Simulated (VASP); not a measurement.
# La3Ag (Pm-3m) in VASP: further runs

La3Ag is run at these levels: LDA; tasks: single point.

All numbers are computed with VASP 6.6.1; they aren't measurements. Logs are shortened: lines on timing, memory, paths and dates and some standing lists are left out, and cuts for length are marked.

## (1) The cell of the first run

It takes space group Pm-3m (No. 221, cubic). Conventional cell: a = 5.019 Å, b = 5.019 Å, c = 5.019 Å, α = 90.00°, β = 90.00°, γ = 90.00°. Within 4.7 Å of La (site symmetry 4/mmm) lie 8 La at 3.55 Å and 4 Ag at 3.55 Å. La (site symmetry 4/mmm) has 8 La at 3.55 Å and 4 Ag at 3.55 Å within 4.7 Å. Ag (site symmetry m-3m) has 12 La at 3.55 Å within 4.7 Å.

## (2) Single point, LDA

INCAR reads:

```
PREC = Accurate ; ENCUT = 500
EDIFF = 1E-6 ; ISMEAR = 0
SIGMA = 0.1 ; LREAL = False
LASPH = True ; NELM = 200
ALGO = Normal ; ISIF = 2
LWAVE = False ; LCHARG = False
GGA = CA ; NBANDS = 54
GGA_COMPAT = False ; LMAXMIX = 6
```

KPOINTS reads:

```
Automatic mesh
0
Gamma
  4 2 4
```

POSCAR reads:

```
La3Ag
1.0
    5.0195000000      0.0000000000      0.0000000000
    0.0000000000     10.0390000000      0.0000000000
    0.0000000000      0.0000000000      5.0195000000
La Ag
6 2
Direct
    0.0000000000      0.2500000000      0.5000000000
    0.5000000000      0.0000000000      0.5000000000
    0.5000000000      0.2500000000      0.0000000000
    0.0000000000      0.7500000000      0.5000000000
    0.5000000000      0.5000000000      0.5000000000
    0.5000000000      0.7500000000      0.0000000000
    0.0000000000      0.0000000000      0.0000000000
    0.0000000000      0.5000000000      0.0000000000
```

Potentials or basis: VASP PAW LDA potentials, release 64 (La, Ag).

Launch:

```
> cat potpaw_LDA.64/La/POTCAR potpaw_LDA.64/Ag/POTCAR > POTCAR
> mpirun -np 1 vasp_std > vasp.out
```

OUTCAR:

```text
PREC = Accurate
   ENCUT = 500
   EDIFF = 1E-6
   ISMEAR = 0
   LREAL = False
   LASPH = True
   NELM = 200
   ISIF = 2
   GGA = CA

 ion  position               nearest neighbor table
   1  0.000  0.250  0.500-   2 3.55   3 3.55   5 3.55   7 3.55   8 3.55   3 3.55   7 3.55   8 3.55
                             2 3.55   3 3.55   5 3.55   3 3.55
   2  0.500  0.000  0.500-   1 3.55   3 3.55   4 3.55   6 3.55   7 3.55   3 3.55   6 3.55   7 3.55
                             1 3.55   4 3.55   7 3.55   7 3.55
   3  0.500  0.250  0.000-   1 3.55   2 3.55   5 3.55   7 3.55   8 3.55   1 3.55   2 3.55   5 3.55
                             1 3.55   7 3.55   8 3.55   1 3.55
   4  0.000  0.750  0.500-   2 3.55   5 3.55   6 3.55   7 3.55   8 3.55   6 3.55   7 3.55   8 3.55
                             2 3.55   5 3.55   6 3.55   6 3.55
   5  0.500  0.500  0.500-   1 3.55   3 3.55   4 3.55   6 3.55   8 3.55   3 3.55   6 3.55   8 3.55
                             1 3.55   4 3.55   8 3.55   8 3.55
   6  0.500  0.750  0.000-   2 3.55   4 3.55   5 3.55   7 3.55   8 3.55   2 3.55   4 3.55   5 3.55
                             4 3.55   7 3.55   8 3.55   4 3.55
   7  0.000  0.000  0.000-   1 3.55   2 3.55   3 3.55   4 3.55   6 3.55   1 3.55   2 3.55   4 3.55
                             2 3.55   3 3.55   6 3.55   2 3.55
   8  0.000  0.500  0.000-   1 3.55   3 3.55   4 3.55   5 3.55   6 3.55   1 3.55   4 3.55   5 3.55
                             3 3.55   5 3.55   6 3.55   5 3.55

  LATTYP: Found a simple tetragonal cell.
 ALAT       =     5.0195000000
 C/A-ratio  =     2.0000000000

  Lattice vectors:

 A1 = (  -5.0195000000,   0.0000000000,   0.0000000000)
 A2 = (   0.0000000000,   0.0000000000,   5.0195000000)
 A3 = (   0.0000000000,  10.0390000000,   0.0000000000)

Analysis of symmetry for initial positions (statically):
=====================================================================
 Subroutine PRICEL returns following result:

  LATTYP: Found a simple cubic cell.
 ALAT       =     5.0195000000

  Lattice vectors:

 A1 = (   5.0195000000,   0.0000000000,   0.0000000000)
 A2 = (   0.0000000000,   5.0195000000,   0.0000000000)
 A3 = (   0.0000000000,   0.0000000000,   5.0195000000)

   2 primitive cells build up your supercell.

 Routine SETGRP: Setting up the symmetry group for a
 simple tetragonal supercell.

 Subroutine GETGRP returns: Found 16 space group operations
 (whereof 16 operations were pure point group operations)
 out of a pool of 16 trial point group operations.

The static configuration has the point symmetry D_4h.
[... 119 lines left out ...]
   NFREE  =      0    steps in history (QN), initial steepest desc. (CG)
   ISIF   =      2    stress and relaxation
   ISYM   =      2    0-nonsym 1-usesym 2-fastsym
   POTIM  = 0.5000    time-step for ionic-motion
   TEBEG  =    0.0;   TEEND  =   0.0 temperature during run
   PSTRESS=    0.0 pullay stress
   NELECT =      88.0000    total number of electrons
   NUPDOWN=      -1.0000    fix difference up-down
   EMIN   =  10.00;   EMAX   =-10.00  energy-range for DOS
   EFERMI =   0.00;   METHOD = LEGACY
   ISMEAR =     0;   SIGMA  =   0.10  broadening in eV -4-tet -1-fermi 0-gaus
   EFERMI_NEDOS =   21; number of points for ismear=-14 and -15
   IALGO  =     38    algorithm
   IMIX   =      4    mixing-type and parameters
     AMIX     =   0.40;   BMIX     =  1.00
     AMIX_MAG =   1.60;   BMIX_MAG =  1.00
  volume/ion in A,a.u.               =      31.62       213.36
  Fermi-wavevector in a.u.,A,eV,Ry     =   1.151415  2.175859 18.038016  1.325757
  Thomas-Fermi vector in A             =   2.288073
   LORBIT       =      0    0 simple, 1 ext, 2 COOP (PROOUT), +10 PAW based schemes
   GGA     = CA    functional components
   LHFCALC =     F    Hartree Fock is set to
   AEXX    =    0.0000 exact exchange contribution
   IVDW    =     0    specifies the selected vdW correction
   LEPSILON=     F    determine dielectric tensor
   LRPA    =     F    only Hartree local field effects (RPA)
 non-spin polarized calculation
 Gauss-broadening in eV      SIGMA  =   0.10
  energy-cutoff  :      500.00
  volume of cell :      252.94
 maximum number of plane-waves:      6442
 NGX is ok and might be reduce to    40

 number of electron      87.9999992 magnetization

 Free energy of the ion-electron system (eV)
  ---------------------------------------------------
  ext. energy  EPLUGINS =         0.00000000
  ---------------------------------------------------
  free energy    TOTEN  =       -40.76548853 eV

  energy without entropy =      -40.71215079  energy(sigma->0) =      -40.73881966

 E-fermi :   7.7286     XC(G=0): -10.2124

 val. band max:        7.7272574016   @ k =   0.5000   0.0000   0.0000
 cond. band min:       7.7768005537   @ k =   0.2500   0.5000   0.0000
 fundamental gap:      0.0495431521
 Fermi energy:         7.7286481970

 k-point     1 :       0.0000    0.0000    0.0000
  band No.  band energies     occupation
      1     -25.0244      2.00000
      2     -24.9071      2.00000
      3     -24.7877      2.00000
      4     -24.6660      2.00000
      5     -24.6660      2.00000
      6     -24.6644      2.00000
[... 673 lines left out ...]
     53       8.9435      0.00000
     54       8.9448      0.00000

------------------------ aborting loop because EDIFF is reached ----------------------------------------

  FORCE on cell =-STRESS in cart. coord.  units (eV):
  Direction    XX          YY          ZZ          XY          YZ          ZX
  --------------------------------------------------------------------------------------
  -------------------------------------------------------------------------------------
  Total       -6.8733442     -6.8736643     -6.8733442      0.0000000      0.0000000      0.0000000
  in kB      -43.5378827    -43.5399103    -43.5378827      0.0000000      0.0000000      0.0000000
  external PRESSURE =     -43.5385585 kB  Pullay stress =       0.0000000 kB

 VOLUME and BASIS-vectors are now :
 -----------------------------------------------------------------------------
  energy-cutoff  :      500.00
  volume of cell :      252.94
      direct lattice vectors                 reciprocal lattice vectors
     5.019500000  0.000000000  0.000000000     0.199223030  0.000000000  0.000000000
     0.000000000 10.039000000  0.000000000     0.000000000  0.099611515  0.000000000
     0.000000000  0.000000000  5.019500000     0.000000000  0.000000000  0.199223030

 POSITION                                       TOTAL-FORCE (eV/Angst)
 -----------------------------------------------------------------------------------
      0.00000      2.50975      2.50975         0.000000     -0.000000      0.000000
      2.50975      0.00000      2.50975         0.000000      0.000000      0.000000
      2.50975      2.50975      0.00000        -0.000000     -0.000000     -0.000000
      0.00000      7.52925      2.50975         0.000000      0.000000      0.000000
      2.50975      5.01950      2.50975         0.000000      0.000000      0.000000
      2.50975      7.52925      0.00000        -0.000000      0.000000     -0.000000
      0.00000      0.00000      0.00000         0.000000      0.000000     -0.000000
      0.00000      5.01950      0.00000         0.000000      0.000000     -0.000000
 -----------------------------------------------------------------------------------
    total drift:                                0.000000     -0.000000     -0.000000

  FREE ENERGIE OF THE ION-ELECTRON SYSTEM (eV)
  ---------------------------------------------------
  free  energy   TOTEN  =       -40.7654885265 eV

  energy  without entropy=      -40.7121507869  energy(sigma->0) =      -40.73881966
```

OSZICAR:

```text
N       E                     dE             d eps       ncg     rms          rms(c)
DAV:   1     0.111344438838E+04    0.11134E+04   -0.29799E+04  1304   0.229E+03
DAV:   2     0.293716068075E+03   -0.81973E+03   -0.79786E+03  1776   0.435E+02
DAV:   3     0.289783016442E+02   -0.26474E+03   -0.25901E+03  2128   0.277E+02
DAV:   4    -0.295736090463E+02   -0.58552E+02   -0.56695E+02  2472   0.130E+02
DAV:   5    -0.411740567471E+02   -0.11600E+02   -0.11140E+02  2568   0.579E+01    0.134E+01
DAV:   6    -0.412760722347E+02   -0.10202E+00   -0.83928E+01  2440   0.471E+01    0.132E+01
DAV:   7    -0.408806834996E+02    0.39539E+00   -0.14116E+01  2376   0.240E+01    0.344E+00
DAV:   8    -0.407572263064E+02    0.12346E+00   -0.22708E+00  2296   0.856E+00    0.134E+00
DAV:   9    -0.407648915399E+02   -0.76652E-02   -0.28863E-01  2576   0.342E+00    0.529E-01
DAV:  10    -0.407646818547E+02    0.20969E-03   -0.49425E-02  2488   0.147E+00    0.162E-01
DAV:  11    -0.407654446621E+02   -0.76281E-03   -0.75906E-03  2496   0.634E-01    0.930E-02
DAV:  12    -0.407654553313E+02   -0.10669E-04   -0.17644E-03  2384   0.288E-01    0.216E-02
DAV:  13    -0.407654799645E+02   -0.24633E-04   -0.42399E-04  2280   0.133E-01    0.113E-02
DAV:  14    -0.407654860372E+02   -0.60728E-05   -0.94932E-05  1832   0.627E-02    0.403E-03
DAV:  15    -0.407654880019E+02   -0.19646E-05   -0.20087E-05  1696   0.330E-02    0.207E-03
DAV:  16    -0.407654885265E+02   -0.52464E-06   -0.54899E-06  1360   0.183E-02
   1 F= -.40765489E+02 E0= -.40738820E+02  d E =-.533377E-01
```

stdout:

```text
POSCAR found type information on POSCAR LaAg
 POSCAR found :  2 types and       8 ions
 scaLAPACK will be used
 LDA part: xc-table for (Slater(with rela. corr.)+CA(PZ))
 , standard interpolation
 POSCAR, INCAR and KPOINTS ok, starting setup
 FFT: planning ... GRIDC
 FFT: planning ... GRID_SOFT
 FFT: planning ... GRID
 WAVECAR not read
 entering main loop
```

Wall time 3.7 min (1 thread of Intel Xeon Platinum 8488C (Sapphire Rapids), shared host); peak memory 0.34 GiB.

What came out:

```yaml
Free_energy: -40.7655 eV
Pressure: -4.4 GPa
Band_gap_on_the_k_mesh: zero (bands 44 and 45 overlap by 0.76 eV)
```

Levels at points of the mesh, in eV from the Fermi level:
```
           k point  band 41  band 42  band 43  band 44  band 45  band 46  band 47  band 48
(0.00, 0.00, 0.00)    -0.58    -0.58    -0.56    -0.22    -0.22     0.00     0.00     1.04
(0.50, 0.00, 0.00)    -0.59    -0.56     0.00     0.00     0.09     0.09     0.30     0.74
(0.00, 0.50, 0.00)    -0.57    -0.57    -0.28    -0.28    -0.28    -0.28     0.24     0.24
(0.50, 0.50, 0.00)    -0.33    -0.33    -0.30    -0.30    -0.08    -0.08     0.50     0.50
(0.50, 0.00, 0.50)    -0.59    -0.59     0.09     0.09     0.30     0.74     1.07     1.07
(0.50, 0.50, 0.50)    -0.43    -0.43     0.48     0.48     0.48     0.48     0.52     0.52
```

Caveat: the cell stands under tension; spin-orbit coupling is left out, which moves the levels of the heavy elements.

## (3) Single point, LDA

This run uses another cell than the first one: it holds 16 atoms, not 8.

INCAR reads:

```
SYSTEM = La3Ag
PREC = Accurate
ENCUT = 500
EDIFF = 1E-6
ISMEAR = 0
SIGMA = 0.1
LREAL = .FALSE.
LASPH = .TRUE.
NELM = 200
ALGO = Normal
ISIF = 2
LWAVE = .FALSE.
LCHARG = .FALSE.
NBANDS = 102
GGA_COMPAT = .FALSE.
LMAXMIX = 6
```

KPOINTS reads:

```
Automatic mesh
0
G
  2 2 4
  0 0 0
```

POSCAR reads:

```
La3Ag
1.0
   10.0390000000      0.0000000000      0.0000000000
    0.0000000000     10.0390000000      0.0000000000
    0.0000000000      0.0000000000      5.0195000000
La Ag
12 4
Direct
    0.0000000000      0.2500000000      0.5000000000
    0.2500000000      0.0000000000      0.5000000000
    0.2500000000      0.2500000000      0.0000000000
    0.0000000000      0.7500000000      0.5000000000
    0.2500000000      0.5000000000      0.5000000000
    0.2500000000      0.7500000000      0.0000000000
    0.5000000000      0.2500000000      0.5000000000
    0.7500000000      0.0000000000      0.5000000000
    0.7500000000      0.2500000000      0.0000000000
    0.5000000000      0.7500000000      0.5000000000
    0.7500000000      0.5000000000      0.5000000000
    0.7500000000      0.7500000000      0.0000000000
    0.0000000000      0.0000000000      0.0000000000
    0.0000000000      0.5000000000      0.0000000000
    0.5000000000      0.0000000000      0.0000000000
    0.5000000000      0.5000000000      0.0000000000
```

Potentials or basis: VASP PAW LDA potentials, release 64 (La, Ag).

Launch:

```
> cat potpaw_LDA.64/La/POTCAR potpaw_LDA.64/Ag/POTCAR > POTCAR
> mpirun -np 1 vasp_std > vasp.out
```

Wall time 20 min (1 thread of Intel Xeon Platinum 8488C (Sapphire Rapids), shared host); peak memory 0.61 GiB.

Results (log left out):

```
Free energy            : -81.5314 eV
Pressure               : -4.4 GPa
Band gap on the k mesh : zero (bands 88 and 89 overlap by 0.66 eV)
```

Levels at points of the mesh, in eV from the Fermi level:
```csv
k point,band 84,band 85,band 86,band 87,band 88,band 89,band 90,band 91,band 92,band 93
"(0.00, 0.00, 0.00)",-0.56,-0.56,-0.22,-0.22,0.00,0.00,0.00,0.00,0.09,0.09
"(0.50, 0.00, 0.00)",-0.33,-0.30,-0.30,-0.28,-0.28,-0.28,-0.28,-0.08,-0.08,0.24
"(0.50, 0.50, 0.00)",-0.48,-0.39,-0.39,-0.39,-0.39,0.05,0.05,0.05,0.05,0.12
"(0.00, 0.00, 0.50)",-0.56,0.00,0.00,0.09,0.09,0.09,0.09,0.30,0.30,0.74
"(0.50, 0.00, 0.50)",-0.33,-0.30,-0.30,-0.08,-0.08,0.48,0.48,0.48,0.48,0.50
"(0.50, 0.50, 0.50)",-0.41,0.38,0.38,0.38,0.38,0.40,0.40,0.40,0.41,0.73
```

Caveat: the cell stands under tension; spin-orbit coupling is left out, which moves the levels of the heavy elements.

The gap in the log of VASP goes by the Fermi energy; the results here count the filled bands.